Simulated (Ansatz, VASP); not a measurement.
Two plane-wave programs on SiO2

The input INCAR:

```
SYSTEM = SiO2
ALGO     = Normal         ! electronic algorithm
EDIFF    = 1E-7           ! SCF threshold, eV
ENCUT    = 520            ! plane-wave cutoff, eV
GGA      = PE             ! functional
ISIF     = 2              ! what is computed and relaxed
ISMEAR   = -1             ! smearing method
LASPH    = .TRUE.         ! aspherical terms in the spheres
LCHARG   = .TRUE.         ! write CHGCAR
LELF     = .TRUE.         ! ELF
LREAL    = .FALSE.        ! projectors in reciprocal space
LVHAR    = .TRUE.       
LWAVE    = .FALSE.        ! write WAVECAR
NBANDS   = 25             ! bands
NELM     = 80             ! most SCF steps
PREC     = Accurate       ! precision mode
SIGMA    = 0.02           ! smearing width, eV
```

The input KPOINTS:

```
k-points
0
G
  6 6 10
  0 0 0
```

Contents of POSCAR:

```
SiO2
1.0
    4.0596331347      0.0000000000      0.0000000000
    0.0000000000      4.0596331347      0.0000000000
    0.0000000000      0.0000000000      2.5887746942
Si O
2 4
Direct
    0.0000000000      0.0000000000      0.0000000000
    0.5000000000      0.5000000000      0.5000000000
    0.3032819262      0.3032819262      0.0000000000
    0.1967180738      0.8032819262      0.5000000000
    0.8032819262      0.1967180738      0.5000000000
    0.6967180738      0.6967180738      0.0000000000
```

Input for Ansatz:

```yaml
crystal:
  lattice:
    - [4.0596331347, 0.0, 0.0]
    - [0.0, 4.0596331347, 0.0]
    - [0.0, 0.0, 2.5887746942]
  atoms:
    - { symbol: Si, position: [0.0, 0.0, 0.0] }
    - { symbol: Si, position: [0.5, 0.5, 0.5] }
    - { symbol: O, position: [0.3032819262, 0.3032819262, 0.0] }
    - { symbol: O, position: [0.1967180738, 0.8032819262, 0.5] }
    - { symbol: O, position: [0.8032819262, 0.1967180738, 0.5] }
    - { symbol: O, position: [0.6967180738, 0.6967180738, 0.0] }
kpoints:
  mp_grid: { grid: [6, 6, 10] }
  band_path:
    path:
      - [0.0, 0.0, 0.0]
      - [0.0, 0.5, 0.0]
      - [0.5, 0.5, 0.0]
      - [0.0, 0.0, 0.5]
      - [0.0, 0.5, 0.5]
      - [0.5, 0.5, 0.5]
    npoints: 1
hamiltonian:
  xc: pbe
scf:
  occupations: { method: fermi_dirac, width: 0.02 }
  n_extra_bands: 5
output:
  forces: true
  stress: true
  eigenvalues: true
```

Change from the starting cell: hydrostatic strain -3.0%.

Alike in both runs: task single point; functional PBE; k mesh 6 × 6 × 10; occupations fermi-dirac, width 0.02 eV; no spin polarisation.

```csv
,VASP,Ansatz
version,VASP 6.6.1,Ansatz 0.2.0
potentials or method,"VASP PAW PBE potentials, release 64 (Si, O)","plane waves, PAW"
plane-wave cutoff (eV),520,420
valence electrons in the cell,32,32
```

```csv
,VASP,Ansatz,Ansatz less VASP
gap on the k mesh at the Fermi level (eV),7.08,7.10,+0.024
pressure (GPa),45.4,45.0,-0.38
"traceless stress, the component that is largest in VASP (GPa)",6.81,6.30,-0.517
rms of the force components (eV/Å),0.050,0.041,-0.0089
```

Atom by atom the forces differ by 0.009 eV/Å (rms over components). Both programs put the cell under a high pressure, so it lies far from rest at this level. With one functional, cell and mesh, what is left measures potentials, basis and numerics.
